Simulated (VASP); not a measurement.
Input of a VASP 6.6.1 run:

File INCAR:

```
  PREC = Accurate
  ENCUT = 520
  EDIFF = 1E-6
  ISMEAR = -1
  SIGMA = 0.05
  LREAL = False
  LASPH = True
  NELM = 150
  ALGO = Normal
  ISIF = 2
  LWAVE = False
  LCHARG = False
  ISPIN = 2
  MAGMOM = 4 4 4 0
  LORBIT = 11
  LMAXMIX = 4
  GGA = PS
  NBANDS = 34
```

KPOINTS

```
regular mesh
0
Gamma
  8 8 8
```

POSCAR

```
Mn3Si
1.0
    0.0000000000      2.8025958570      2.8025958570
    2.8025958570      0.0000000000      2.8025958570
    2.8025958570      2.8025958570      0.0000000000
Mn Si
3 1
Direct
    0.7500000000      0.7500000000      0.7500000000
    0.2500000000      0.2500000000      0.2500000000
    0.5000000000      0.5000000000      0.5000000000
    0.0000000000      0.0000000000      0.0000000000
```

Potentials or basis: VASP PAW PBE potentials, release 64 (Mn_pv, Si).

Launch:

```bash
$ cat potpaw_PBE.64/Mn_pv/POTCAR potpaw_PBE.64/Si/POTCAR > POTCAR
$ mpirun -np 1 vasp_std > vasp.out
```

Problem. Estimate the net moment.

Solution. 1.04 μB per cell.

Problem. What does it give for the band gap on the k mesh?

Solution. Zero (filled and empty bands overlap).

Problem. Estimate the pressure.

Solution. -4.4 GPa.

Caveat: the cell stands under tension; the PAW data sets were made with another functional, which shifts forces and pressure a little.
